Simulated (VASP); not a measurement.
Crystal: Hf.

```
Hf
1.0
     2.89132    0.00000    0.00000
     0.00000    2.89132    0.00000
     0.00000    0.00000    2.89132
Hf
1
Direct
  0.00000 0.00000 0.00000
```

This isn't the form of Hf at room conditions, which is hcp.

```yaml
Program: VASP 6.6.1
Task: relaxation of cell and atoms
Functional: PBE
Potentials_or_basis: VASP PAW PBE potentials, release 64 (Hf_pv)
Cutoff: 600 eV
k_mesh: 11 × 11 × 11
Occupations: fermi-dirac, width 0.1 eV
Spin: no spin polarisation
```

At the start: pressure 1.7 GPa; volume 24.17 Å³/atom.

**Question.** How do energy, volume and symmetry change on relaxing?

**Answer.** Over 3 steps the energy falls by 3.0 meV/atom and the volume is 24.73 Å³/atom (+2.3 %); space group Pm-3m (No. 221, to 0.1 Å) before and after.

Step by step:
| step | energy change (eV) | largest force (eV/Å) | pressure (GPa) | volume (Å³) |
| --- | --- | --- | --- | --- |
| 1 | 0.0000 | 0.0000 | 1.74 | 24.17 |
| 2 | -0.0018 | 0.0000 | -1.05 | 25.10 |
| 3 | -0.0030 | 0.0000 | 0.00 | 24.73 |

Final structure:
```
Hf
1.0
     2.91356    0.00000    0.00000
     0.00000    2.91356    0.00000
     0.00000    0.00000    2.91356
Hf
1
Direct
  0.00000 0.00000 0.00000
```
